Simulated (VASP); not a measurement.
# NaMgF3 (P4mm) in VASP: single point with LDA

Aim: the single point of NaMgF3 with LDA.

All numbers are computed with VASP 6.6.1; they aren't measurements. Logs are shortened: lines on timing, memory, paths and dates and some standing lists are left out, and cuts for length are marked.

### Step 1. The cell of the first run

The structure is tetragonal, space group P4mm (No. 99). The conventional cell has a = 3.951 Å, b = 3.951 Å, c = 3.951 Å, α = 90.00°, β = 90.00°, γ = 90.00°. Within 3.7 Å of Na (site symmetry 4mm) lie 12 F at 2.79 Å and 8 Mg at 3.38 to 3.47 Å. Within 2.5 Å of Mg (site symmetry 4mm) lie 6 F at 1.90 to 2.05 Å. Within 2.5 Å of F (site symmetry 4mm) lie 2 Mg at 1.90 to 2.05 Å. F (site symmetry 2mm) has 2 Mg at 1.98 Å within 2.6 Å.

### Step 2. Single point, LDA

INCAR

```
ALGO = Normal
EDIFF = 1E-6
ENCUT = 520
ISIF = 2
ISMEAR = 0
LASPH = T
LCHARG = F
LREAL = F
LWAVE = F
NBANDS = 23
NELM = 60
PREC = Accurate
SIGMA = 0.05
```

KPOINTS

```
k-points
0
Gamma
  6 6 6
```

POSCAR

```
NaMgF3
1.0
    3.9508390000      0.0000000000      0.0000000000
    0.0000000000      3.9508390000      0.0000000000
    0.0000000000      0.0000000000      3.9508390000
Na Mg F
1 1 3
Direct
    0.0000000000      0.0000000000      0.0000000000
    0.5000000000      0.5000000000      0.4810166904
    0.5000000000      0.5000000000      0.0000000000
    0.5000000000      0.0000000000      0.5000000000
    0.0000000000      0.5000000000      0.5000000000
```

Potentials or basis: VASP PAW LDA potentials, release 64 (Na_pv, Mg, F).

Command:

```
$ cat potpaw_LDA.64/Na_pv/POTCAR potpaw_LDA.64/Mg/POTCAR potpaw_LDA.64/F/POTCAR > POTCAR
$ mpirun -np 1 vasp_std > vasp.out
```

OUTCAR:

```text
EDIFF = 1E-6
   ENCUT = 520
   ISIF = 2
   ISMEAR = 0
   LASPH = T
   LREAL = F
   NELM = 60
   PREC = Accurate

 ion  position               nearest neighbor table
   1  0.000  0.000  0.000-
   2  0.500  0.500  0.481-   3 1.90   4 1.98   5 1.98   4 1.98   5 1.98   3 2.05
   3  0.500  0.500  0.000-   2 1.90   2 2.05
   4  0.500  0.000  0.500-   2 1.98   2 1.98
   5  0.000  0.500  0.500-   2 1.98   2 1.98

  LATTYP: Found a simple cubic cell.
 ALAT       =     3.9508390000

  Lattice vectors:

 A1 = (   3.9508390000,   0.0000000000,   0.0000000000)
 A2 = (   0.0000000000,   3.9508390000,   0.0000000000)
 A3 = (   0.0000000000,   0.0000000000,   3.9508390000)

Analysis of symmetry for initial positions (statically):
=====================================================================
 Subroutine PRICEL returns:
 Original cell was already a primitive cell.

 Routine SETGRP: Setting up the symmetry group for a
 simple cubic supercell.

 Subroutine GETGRP returns: Found  8 space group operations
 (whereof  8 operations were pure point group operations)
 out of a pool of 48 trial point group operations.

The static configuration has the point symmetry C_4v.

Analysis of symmetry for dynamics (positions and initial velocities):
=====================================================================
 Subroutine PRICEL returns:
 Original cell was already a primitive cell.

 Routine SETGRP: Setting up the symmetry group for a
 simple cubic supercell.

 Subroutine GETGRP returns: Found  8 space group operations
 (whereof  8 operations were pure point group operations)
 out of a pool of 48 trial point group operations.

The dynamic configuration has the point symmetry C_4v.

 Subroutine INISYM returns: Found  8 space group operations
 (whereof  8 operations are pure point group operations),
 and found     1 'primitive' translations

----------------------------------------------------------------------------------------

                                     Primitive cell

[... 84 lines left out ...]
   NGX,Y,Z   is equivalent  to a cutoff of  12.62, 12.62, 12.62 a.u.
   NGXF,Y,Z  is equivalent  to a cutoff of  25.25, 25.25, 25.25 a.u.
 SYSTEM =  unknown system
   PREC   = accura    normal or accurate (medium, high low for compatibility)
   ISTART =      0    job   : 0-new  1-cont  2-samecut
   ICHARG =      2    charge: 1-file 2-atom 10-const
   ISPIN  =      1    spin polarized calculation?
   LNONCOLLINEAR =      F non collinear calculations
   LSORBIT =      F    spin-orbit coupling
   LASPH  =      T    aspherical Exc in radial PAW
   ENCUT  =  520.0 eV  38.22 Ry    6.18 a.u.   7.35  7.35  7.35*2*pi/ulx,y,z
   NELM   =     60;   NELMIN=  2; NELMDL= -5     # of ELM steps
   EDIFF  = 0.1E-05   stopping-criterion for ELM
   LREAL  =      F    real-space projection
   EDIFFG = 0.1E-04   stopping-criterion for IOM
   NSW    =      0    number of steps for IOM
   IBRION =     -1    ionic relax: 0-MD 1-quasi-New 2-CG
   NFREE  =      0    steps in history (QN), initial steepest desc. (CG)
   ISIF   =      2    stress and relaxation
   ISYM   =      2    0-nonsym 1-usesym 2-fastsym
   POTIM  = 0.5000    time-step for ionic-motion
   TEBEG  =    0.0;   TEEND  =   0.0 temperature during run
   PSTRESS=    0.0 pullay stress
   NELECT =      30.0000    total number of electrons
   NUPDOWN=      -1.0000    fix difference up-down
   EMIN   =  10.00;   EMAX   =-10.00  energy-range for DOS
   EFERMI =   0.00;   METHOD = LEGACY
   ISMEAR =     0;   SIGMA  =   0.05  broadening in eV -4-tet -1-fermi 0-gaus
   EFERMI_NEDOS =   21; number of points for ismear=-14 and -15
   IALGO  =     38    algorithm
   IMIX   =      4    mixing-type and parameters
     AMIX     =   0.40;   BMIX     =  1.00
     AMIX_MAG =   1.60;   BMIX_MAG =  1.00
  volume/ion in A,a.u.               =      12.33        83.23
  Fermi-wavevector in a.u.,A,eV,Ry     =   1.287536  2.433090 22.555030  1.657748
  Thomas-Fermi vector in A             =   2.419544
   LORBIT       =      0    0 simple, 1 ext, 2 COOP (PROOUT), +10 PAW based schemes
   GGA     = CA    functional components
   LHFCALC =     F    Hartree Fock is set to
   AEXX    =    0.0000 exact exchange contribution
   IVDW    =     0    specifies the selected vdW correction
   LEPSILON=     F    determine dielectric tensor
   LRPA    =     F    only Hartree local field effects (RPA)
 non-spin polarized calculation
 Gauss-broadening in eV      SIGMA  =   0.05
  energy-cutoff  :      520.00
  volume of cell :       61.67
 maximum number of plane-waves:      1675
 NGX is ok and might be reduce to    30
   NGX = 15   NGY = 15   NGZ = 15

 number of electron      29.9999968 magnetization

 Free energy of the ion-electron system (eV)
  ---------------------------------------------------
  ext. energy  EPLUGINS =         0.00000000
  ---------------------------------------------------
  free energy    TOTEN  =       -26.57227916 eV

  energy without entropy =      -26.57227916  energy(sigma->0) =      -26.57227916

 E-fermi :  -1.8033     XC(G=0):  -9.8796

 val. band max:       -2.0440135393   @ k =   0.5000   0.5000   0.5000
 cond. band min:       3.5557280668   @ k =   0.0000   0.0000   0.0000
 fundamental gap:      5.5997416061
 Fermi energy:        -1.8032965057

 k-point     1 :       0.0000    0.0000    0.0000
  band No.  band energies     occupation
      1     -22.1131      2.00000
      2     -22.1131      2.00000
      3     -22.1125      2.00000
      4     -21.9340      2.00000
      5     -21.1377      2.00000
      6     -21.1221      2.00000
[... 613 lines left out ...]
     22      14.1450      0.00000
     23      14.5259      0.00000

 [... further k-points ...]
[... 5 lines left out ...]
  --------------------------------------------------------------------------------------
  -------------------------------------------------------------------------------------
  Total       -2.8654807     -2.8654807     -2.5423571      0.0000000      0.0000000      0.0000000
  in kB      -74.4457784    -74.4457784    -66.0509598      0.0000000      0.0000000      0.0000000
  external PRESSURE =     -71.6475055 kB  Pullay stress =       0.0000000 kB

 VOLUME and BASIS-vectors are now :
 -----------------------------------------------------------------------------
  energy-cutoff  :      520.00
  volume of cell :       61.67
      direct lattice vectors                 reciprocal lattice vectors
     3.950839000  0.000000000  0.000000000     0.253110795  0.000000000  0.000000000
     0.000000000  3.950839000  0.000000000     0.000000000  0.253110795  0.000000000
     0.000000000  0.000000000  3.950839000     0.000000000  0.000000000  0.253110795

 POSITION                                       TOTAL-FORCE (eV/Angst)
 -----------------------------------------------------------------------------------
      0.00000      0.00000      0.00000         0.000000      0.000000     -0.073765
      1.97542      1.97542      1.90042        -0.000000      0.000000      0.761492
      1.97542      1.97542      0.00000        -0.000000     -0.000000     -0.547756
      1.97542      0.00000      1.97542        -0.000000      0.000000     -0.069986
      0.00000      1.97542      1.97542        -0.000000      0.000000     -0.069986
 -----------------------------------------------------------------------------------
    total drift:                                0.000000      0.000000      0.000198

  FREE ENERGIE OF THE ION-ELECTRON SYSTEM (eV)
  ---------------------------------------------------
  free  energy   TOTEN  =       -26.5722791567 eV

  energy  without entropy=      -26.5722791567  energy(sigma->0) =      -26.57227916
```

It took 19 s on 1 thread of Intel Xeon 6975P-C (Granite Rapids), shared host; peak memory 0.17 GiB.

What came out:

```
Free energy            : -26.5723 eV
Pressure               : -7.2 GPa
Largest force          : 0.761 eV/Å
Band gap on the k mesh : 5.60 eV, indirect (least direct gap 6.06 eV)
```

Forces on the atoms (eV/Å):
```
Na   0.000  0.000 -0.074
Mg   0.000  0.000  0.761
F    0.000  0.000 -0.548
F    0.000  0.000 -0.070
F    0.000  0.000 -0.070
```

Stress tensor (GPa, compression positive):
```
-7.44  0.00  0.00
 0.00 -7.44  0.00
 0.00  0.00 -6.61
```

Caveat: the cell differs from its parent crystal (all Mg atoms moved +0.075 Å, as atom 2 towards its neighbour atom 3 (F) at 1.975 Å). A k mesh can miss the band edges.
